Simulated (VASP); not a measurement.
# VSi16 (a cell with a defect) in VASP: notebook

The runs below take VSi16 (a cell with a defect) through single point, with PBEsol.

Everything below comes from runs of VASP 6.6.1. Logs are shortened: lines on timing, memory, paths and dates and some standing lists are left out, and cuts for length are marked.

### Step 1. The cell of the first run

The cell holds a defect, 17 atoms: a = 7.683 Å, b = 7.683 Å, c = 7.683 Å, α = 60.00°, β = 60.00°, γ = 60.00°.

### Step 2. Single point, PBEsol

INCAR

```
SYSTEM = VSi16
ALGO = Normal
EDIFF = 1E-6
ENCUT = 400
GGA = PS
GGA_COMPAT = .FALSE.
ISIF = 2
ISMEAR = -1
ISYM = -1
LASPH = .TRUE.
LCHARG = .FALSE.
LREAL = Auto
LWAVE = .FALSE.
NBANDS = 52
NELECT = 76.0
NELM = 120
PREC = Accurate
SIGMA = 0.05
```

KPOINTS

```
explicit points
4
Reciprocal
  0.25000000   0.25000000   0.25000000 2
  0.25000000   0.25000000   0.75000000 2
  0.25000000   0.75000000   0.25000000 2
  0.25000000   0.75000000   0.75000000 2
```

POSCAR

```
VSi16
1.0
    0.0000000000      5.4327900000      5.4327900000
    5.4327900000      0.0000000000      5.4327900000
    5.4327900000      5.4327900000      0.0000000000
Si V
16 1
Direct
    0.0017740000      0.9932690000      0.9946450000
    0.5010260000      0.4971380000      0.5045790000
    0.1230220000      0.1188350000      0.1337660000
    0.6335730000      0.6181820000      0.6255470000
    0.0018810000      0.9982530000      0.4925150000
    0.4957410000      0.5019510000      0.0057620000
    0.1199870000      0.1289550000      0.6286690000
    0.6202150000      0.6279540000      0.1221580000
    0.0046180000      0.4984590000      0.9949640000
    0.4843090000      0.0067580000      0.5041840000
    0.1307170000      0.6252260000      0.1234340000
    0.6162930000      0.1416450000      0.6249410000
    0.4926710000      0.0040630000      0.0016540000
    0.0005800000      0.5021570000      0.5041870000
    0.6210880000      0.1233150000      0.1299890000
    0.1298670000      0.6207770000      0.6315630000
    0.3089420000      0.3119450000      0.3164410000
```

Potentials or basis: VASP PAW PBE potentials, release 64 (Si, V_sv).

On the command line:

```console
$ cat potpaw_PBE.64/Si/POTCAR potpaw_PBE.64/V_sv/POTCAR > POTCAR
$ mpirun -np 1 vasp_std > vasp.out
```

OUTCAR:

```text
SYSTEM = VSi16
   EDIFF = 1E-6
   ENCUT = 400
   GGA = PS
   ISIF = 2
   ISMEAR = -1
   ISYM = -1
   LASPH = .TRUE.
   LREAL = Auto
   NELECT = 76.0
   NELM = 120
   PREC = Accurate

 ion  position               nearest neighbor table
   1  0.002  0.993  0.995-   7 2.30  11 2.31  15 2.39   3 2.42
   2  0.501  0.497  0.505-  12 2.23  16 2.33   4 2.35   8 2.40
   3  0.123  0.119  0.134-   5 2.25  13 2.32   9 2.38   1 2.42
   4  0.634  0.618  0.626-  14 2.30   2 2.35   6 2.39  10 2.44
   5  0.002  0.998  0.493-   3 2.25  16 2.37   7 2.42  12 2.42
   6  0.496  0.502  0.006-  17 2.25  11 2.29   8 2.30  15 2.38   4 2.39
   7  0.120  0.129  0.629-  17 2.24  10 2.29   1 2.30  14 2.34   5 2.42
   8  0.620  0.628  0.122-   6 2.30  13 2.36   2 2.40   9 2.41
   9  0.005  0.498  0.995-  16 2.28   3 2.38  11 2.39   8 2.41
  10  0.484  0.007  0.504-  17 2.19   7 2.29  15 2.35  12 2.43   4 2.44
  11  0.131  0.625  0.123-  17 2.24   6 2.29   1 2.31  14 2.39   9 2.39
  12  0.616  0.142  0.625-   2 2.23  13 2.36   5 2.42  10 2.43
  13  0.493  0.004  0.002-   3 2.32  15 2.36   8 2.36  12 2.36
  14  0.001  0.502  0.504-  17 2.25   4 2.30   7 2.34  16 2.35  11 2.39
  15  0.621  0.123  0.130-  17 2.25  10 2.35  13 2.36   6 2.38   1 2.39
  16  0.130  0.621  0.632-   9 2.28   2 2.33  14 2.35   5 2.37
  17  0.309  0.312  0.316-  10 2.19   7 2.24  11 2.24  14 2.25  15 2.25   6 2.25

IMPORTANT INFORMATION: All symmetrisations will be switched off!
NOSYMM: (Re-)initialisation of all symmetry stuff for point group C_1.

----------------------------------------------------------------------------------------

                                     Primitive cell

  volume of cell :     320.6998

  direct lattice vectors                    reciprocal lattice vectors
     0.000000000  5.432790000  5.432790000    -0.092033743  0.092033743  0.092033743
     5.432790000  0.000000000  5.432790000     0.092033743 -0.092033743  0.092033743
     5.432790000  5.432790000  0.000000000     0.092033743  0.092033743 -0.092033743

  length of vectors
     7.683125300  7.683125300  7.683125300     0.159407119  0.159407119  0.159407119

  position of ions in fractional coordinates (direct lattice)
     0.001774000  0.993269000  0.994645000
     0.501026000  0.497138000  0.504579000
     0.123022000  0.118835000  0.133766000
     0.633573000  0.618182000  0.625547000
     0.001881000  0.998253000  0.492515000
     0.495741000  0.501951000  0.005762000
[... 9 lines left out ...]
     0.129867000  0.620777000  0.631563000
     0.308942000  0.311945000  0.316441000

  ion indices of the primitive-cell ions
   primitive index   ion index
                 1           1
                 2           2
                 3           3
                 4           4
                 5           5
                 6           6
[... 9 lines left out ...]
                16          16
                17          17

----------------------------------------------------------------------------------------

 KPOINTS: explicit points

Read explicit list of k-points.

 Found      4 k-points:

 Following reciprocal coordinates:
            Coordinates               Weight
  0.250000  0.250000  0.250000      0.250000
  0.250000  0.250000  0.750000      0.250000
  0.250000  0.750000  0.250000      0.250000
  0.250000  0.750000  0.750000      0.250000
   k-points           NKPTS =      4   k-points in BZ     NKDIM =      4   number of bands    NBANDS=     52
   number of dos      NEDOS =    301   number of ions     NIONS =     17
   total plane-waves  NPLWV = 125000
   dimension x,y,z NGX =    50 NGY =   50 NGZ =   50
   dimension x,y,z NGXF=   100 NGYF=  100 NGZF=  100
   ions per type =              16   1
   NGX,Y,Z   is equivalent  to a cutoff of  10.82, 10.82, 10.82 a.u.
   NGXF,Y,Z  is equivalent  to a cutoff of  21.64, 21.64, 21.64 a.u.
 SYSTEM =  VSi16
   PREC   = accura    normal or accurate (medium, high low for compatibility)
   ISTART =      0    job   : 0-new  1-cont  2-samecut
   ICHARG =      2    charge: 1-file 2-atom 10-const
   ISPIN  =      1    spin polarized calculation?
   LNONCOLLINEAR =      F non collinear calculations
   LSORBIT =      F    spin-orbit coupling
   LASPH  =      T    aspherical Exc in radial PAW
   ENCUT  =  400.0 eV  29.40 Ry    5.42 a.u.  12.53 12.53 12.53*2*pi/ulx,y,z
   NELM   =    120;   NELMIN=  2; NELMDL= -5     # of ELM steps
   EDIFF  = 0.1E-05   stopping-criterion for ELM
   LREAL  =      T    real-space projection
   EDIFFG = 0.1E-04   stopping-criterion for IOM
   NSW    =      0    number of steps for IOM
   IBRION =     -1    ionic relax: 0-MD 1-quasi-New 2-CG
   NFREE  =      0    steps in history (QN), initial steepest desc. (CG)
   ISIF   =      2    stress and relaxation
   ISYM   =     -1    0-nonsym 1-usesym 2-fastsym
   POTIM  = 0.5000    time-step for ionic-motion
   TEBEG  =    0.0;   TEEND  =   0.0 temperature during run
   PSTRESS=    0.0 pullay stress
   NELECT =      76.0000    total number of electrons
   NUPDOWN=      -1.0000    fix difference up-down
   EMIN   =  10.00;   EMAX   =-10.00  energy-range for DOS
   EFERMI =   0.00;   METHOD = LEGACY
   ISMEAR =    -1;   SIGMA  =   0.05  broadening in eV -4-tet -1-fermi 0-gaus
   EFERMI_NEDOS =   21; number of points for ismear=-14 and -15
   IALGO  =     38    algorithm
   IMIX   =      4    mixing-type and parameters
     AMIX     =   0.40;   BMIX     =  1.00
     AMIX_MAG =   1.60;   BMIX_MAG =  1.00
  volume/ion in A,a.u.               =      18.86       127.31
  Fermi-wavevector in a.u.,A,eV,Ry     =   1.013086  1.914456 13.964256  1.026344
  Thomas-Fermi vector in A             =   2.146234
   LORBIT       =      0    0 simple, 1 ext, 2 COOP (PROOUT), +10 PAW based schemes
   GGA     = PS    functional components
   LHFCALC =     F    Hartree Fock is set to
   AEXX    =    0.0000 exact exchange contribution
   IVDW    =     0    specifies the selected vdW correction
   LEPSILON=     F    determine dielectric tensor
   LRPA    =     F    only Hartree local field effects (RPA)
 non-spin polarized calculation
  energy-cutoff  :      400.00
  volume of cell :      320.70
 maximum number of plane-waves:      5855
 NGX is ok and might be reduce to    50
   NGX = 25   NGY = 25   NGZ = 25

 number of electron      76.0000000 magnetization

 Free energy of the ion-electron system (eV)
  ---------------------------------------------------
  ext. energy  EPLUGINS =         0.00000000
  ---------------------------------------------------
  free energy    TOTEN  =      -103.34290971 eV

  energy without entropy =     -103.22713462  energy(sigma->0) =     -103.28502217

 E-fermi :   6.5078     XC(G=0):  -9.7877

 val. band max:        6.4971500133   @ k =   0.2500   0.7500   0.7500
 cond. band min:       6.5251539108   @ k =   0.2500   0.7500   0.2500
 fundamental gap:      0.0280038975
 Fermi energy:         6.5078093491

 k-point     1 :       0.2500    0.2500    0.2500
  band No.  band energies     occupation
      1     -56.9725      2.00000
      2     -31.1664      2.00000
      3     -31.1150      2.00000
      4     -31.0980      2.00000
      5      -5.6828      2.00000
      6      -4.1691      2.00000
[... 42 lines left out ...]
     49       8.5816      0.00000
     50       8.6724      0.00000

 k-point     2 :       0.2500    0.2500    0.7500
  band No.  band energies     occupation
      1     -56.9724      2.00000
      2     -31.1663      2.00000
      3     -31.1149      2.00000
      4     -31.0978      2.00000
      5      -5.1438      2.00000
      6      -4.6297      2.00000
[... 42 lines left out ...]
     49       9.2624      0.00000
     50       9.5404      0.00000

 k-point     3 :       0.2500    0.7500    0.2500
  band No.  band energies     occupation
      1     -56.9724      2.00000
      2     -31.1662      2.00000
      3     -31.1149      2.00000
      4     -31.0979      2.00000
      5      -5.1655      2.00000
      6      -4.5930      2.00000
[... 42 lines left out ...]
     49       9.3078      0.00000
     50       9.5830      0.00000

 k-point     4 :       0.2500    0.7500    0.7500
  band No.  band energies     occupation
      1     -56.9724      2.00000
      2     -31.1663      2.00000
      3     -31.1148      2.00000
      4     -31.0979      2.00000
      5      -5.1741      2.00000
      6      -4.5701      2.00000
[... 42 lines left out ...]
     49       9.3050      0.00000
     50       9.6272      0.00000
 [bands above 50 left out]

------------------------ aborting loop because EDIFF is reached ----------------------------------------

  FORCE on cell =-STRESS in cart. coord.  units (eV):
  Direction    XX          YY          ZZ          XY          YZ          ZX
  --------------------------------------------------------------------------------------
  -------------------------------------------------------------------------------------
  Total        1.0656484      1.2633423      1.4037235     -5.8211072     -7.1498797     -6.1886194
  in kB        5.3238495      6.3115042      7.0128315    -29.0815420    -35.7199273    -30.9175881
  external PRESSURE =       6.2160617 kB  Pullay stress =       0.0000000 kB

 VOLUME and BASIS-vectors are now :
 -----------------------------------------------------------------------------
  energy-cutoff  :      400.00
  volume of cell :      320.70
      direct lattice vectors                 reciprocal lattice vectors
     0.000000000  5.432790000  5.432790000    -0.092033743  0.092033743  0.092033743
     5.432790000  0.000000000  5.432790000     0.092033743 -0.092033743  0.092033743
     5.432790000  5.432790000  0.000000000     0.092033743  0.092033743 -0.092033743

 POSITION                                       TOTAL-FORCE (eV/Angst)
 -----------------------------------------------------------------------------------
     10.79992      5.41334      5.40586         1.190390      0.424105      0.220678
      5.44212      5.46324      5.42282         0.302291     -0.880129      0.998370
      1.37233      1.39508      1.31396        -0.574474     -1.127882      0.490532
      6.75692      6.84053      6.80052         0.654953     -0.694956     -0.233400
      8.09903      2.68595      5.43352         1.026512      0.426454     -0.806959
      2.75830      2.72456      5.42025        -1.130384     -0.430301      2.518941
[... 9 lines left out ...]
      6.80370      4.13669      4.07809        -0.079529     -0.445007      0.520708
      3.41389      3.39757      3.37315         0.055197     -0.502204      0.170956
 -----------------------------------------------------------------------------------
    total drift:                               -0.000466      0.000168     -0.004626

  FREE ENERGIE OF THE ION-ELECTRON SYSTEM (eV)
  ---------------------------------------------------
  free  energy   TOTEN  =      -103.3429097089 eV

  energy  without entropy=     -103.2271346224  energy(sigma->0) =     -103.28502217
```

Wall time 84 s (1 thread of Intel Xeon Platinum 8488C (Sapphire Rapids), shared host); peak memory 0.34 GiB.

What came out:

```
Free energy   : -103.3429 eV
Largest force : 4.037 eV/Å
```

Forces on the atoms (eV/Å):
```
Si   1.190  0.424  0.221
Si   0.302 -0.880  0.998
Si  -0.574 -1.128  0.491
Si   0.655 -0.695 -0.233
Si   1.027  0.426 -0.807
Si  -1.130 -0.430  2.519
Si   0.094 -0.280 -2.692
Si   0.325  0.833  0.487
Si   0.583  0.363 -0.882
Si  -0.922  3.909 -0.407
Si   0.424 -2.550 -0.200
Si  -1.190  0.909 -0.739
Si  -0.285  0.025  0.042
Si   2.014 -0.335 -0.066
Si  -2.487  0.356  0.578
Si  -0.080 -0.445  0.521
V    0.055 -0.502  0.171
```

Caveat: the cell carries a net charge on a neutralising background, which shifts energy and pressure; the cell is charged against a uniform background, so pressure and absolute levels hang on convention; the PAW data sets were made with another functional, which shifts forces and pressure a little.

### Step 3. Single point, PBEsol, collinear spin, ferromagnetic start

INCAR

```
PREC = Accurate ; ENCUT = 400
EDIFF = 1E-6 ; ISMEAR = -1
SIGMA = 0.05 ; LREAL = Auto
LASPH = True ; NELM = 200
ALGO = Normal ; ISIF = 2
LWAVE = False ; LCHARG = False
ISPIN = 2 ; MAGMOM = 0 0 0 0 0 0 0 0 0 0 0 0 0 0 0 0 4
LORBIT = 11 ; LMAXMIX = 4
GGA = PS ; NELECT = 76.0
NBANDS = 56 ; GGA_COMPAT = False
ISYM = -1
```

KPOINTS is that of step 2.

POSCAR is that of step 2.

Potentials or basis: VASP PAW PBE potentials, release 64 (Si, V_sv).

On the command line:

```console
$ cat potpaw_PBE.64/Si/POTCAR potpaw_PBE.64/V_sv/POTCAR > POTCAR
$ mpirun -np 1 vasp_std > vasp.out
```

Wall time 3 min (1 thread of Intel Xeon Platinum 8488C (Sapphire Rapids), shared host); peak memory 0.45 GiB.

Results (log left out):

```yaml
Free_energy: -103.5724 eV
Largest_force: 4.260 eV/Å
Net_moment: 2.41 μB per cell
Site_moments: Si +0.01, +0.00, +0.03, -0.00, +0.02 (each value once); V +1.54 μB
Valence_electrons_inside_the_program's_atomic_spheres: Si 1.65, 1.70, 1.68, 1.64, 1.66, 1.73, 1.71, 1.72, 1.67, 1.69 (each value once); V 12.17
```

Forces in eV/Å, atoms in the order of the input:
```
Si   1.209  0.436  0.231
Si   0.291 -0.896  1.002
Si  -0.567 -1.133  0.503
Si   0.644 -0.700 -0.243
Si   1.061  0.466 -0.794
Si  -1.223 -0.505  2.656
Si   0.204 -0.181 -2.883
Si   0.326  0.826  0.489
Si   0.609  0.351 -0.851
Si  -1.017  4.110 -0.465
Si   0.487 -2.667 -0.165
Si  -1.243  0.907 -0.801
Si  -0.296  0.055  0.087
Si   2.143 -0.387 -0.099
Si  -2.613  0.433  0.631
Si  -0.063 -0.489  0.476
V    0.047 -0.627  0.226
```

Levels at points of the mesh, in eV from the Fermi level:
Spin up:
```csv
k point,band 37,band 38,band 39,band 40,band 41,band 42
"(0.25, 0.25, 0.25)",-0.50,-0.43,-0.17,0.13,0.23,0.46
```
Spin down:
```csv
k point,band 33,band 34,band 35,band 36,band 37,band 38,band 39,band 40,band 41,band 42
"(0.25, 0.25, 0.25)",-1.86,-1.80,-0.92,-0.74,0.04,0.07,0.50,0.64,0.69,0.72
```

Caveat: the cell carries a net charge on a neutralising background, which shifts energy and pressure; the cell is charged against a uniform background, so pressure and absolute levels hang on convention; the PAW data sets were made with another functional, which shifts forces and pressure a little.

### Step 4. Single point, PBEsol, collinear spin, ferromagnetic start

INCAR

```
PREC = Accurate ; ENCUT = 400
EDIFF = 1E-6 ; ISMEAR = -1
SIGMA = 0.05 ; LREAL = Auto
LASPH = T ; NELM = 200
ALGO = Normal ; ISIF = 2
LWAVE = F ; LCHARG = F
ISPIN = 2 ; MAGMOM = 0 0 0 0 0 0 0 0 0 0 0 0 0 0 0 0 4.4
LORBIT = 11 ; LMAXMIX = 4
GGA = PS ; NBANDS = 56
NELECT = 76.0 ; GGA_COMPAT = F
ISYM = -1
```

KPOINTS is that of step 3.

POSCAR is that of step 3.

On the command line:

```console
$ cat potpaw_PBE.64/Si/POTCAR potpaw_PBE.64/V_sv/POTCAR > POTCAR
$ mpirun -np 1 vasp_std > vasp.out
```

Run time: 3.7 min. Hardware: 1 thread of Intel Xeon Platinum 8488C (Sapphire Rapids), shared host; peak memory 0.45 GiB.

It converged, with:

* Free energy: -103.5724 eV
* Largest force: 4.260 eV/Å
* Net moment: 2.41 μB per cell
* Site moments: Si +0.01, +0.00, +0.03, -0.00, +0.02 (each value once); V +1.54 μB
* Valence electrons inside the program's atomic spheres: Si 1.65, 1.70, 1.68, 1.64, 1.66, 1.73, 1.71, 1.72, 1.67, 1.69 (each value once); V 12.17

Forces in eV/Å, atoms in the order of the input:
```
Si   1.209  0.436  0.231
Si   0.291 -0.896  1.002
Si  -0.567 -1.133  0.503
Si   0.644 -0.700 -0.243
Si   1.061  0.466 -0.794
Si  -1.224 -0.506  2.656
Si   0.204 -0.181 -2.884
Si   0.326  0.826  0.489
Si   0.609  0.351 -0.851
Si  -1.017  4.111 -0.465
Si   0.488 -2.668 -0.165
Si  -1.243  0.907 -0.802
Si  -0.296  0.055  0.087
Si   2.143 -0.387 -0.099
Si  -2.614  0.434  0.631
Si  -0.063 -0.489  0.476
V    0.047 -0.627  0.226
```

Levels at points of the mesh, in eV from the Fermi level:
Spin up:
```
           k point  band 37  band 38  band 39  band 40  band 41  band 42
(0.25, 0.25, 0.25)    -0.50    -0.43    -0.17     0.13     0.23     0.46
```
Spin down:
```tsv
k point	band 35	band 36	band 37	band 38	band 39	band 40
(0.25, 0.25, 0.25)	-0.92	-0.74	0.04	0.07	0.50	0.64
```

Caveat: the cell carries a net charge on a neutralising background, which shifts energy and pressure; the cell is charged against a uniform background, so pressure and absolute levels hang on convention; the PAW data sets were made with another functional, which shifts forces and pressure a little.
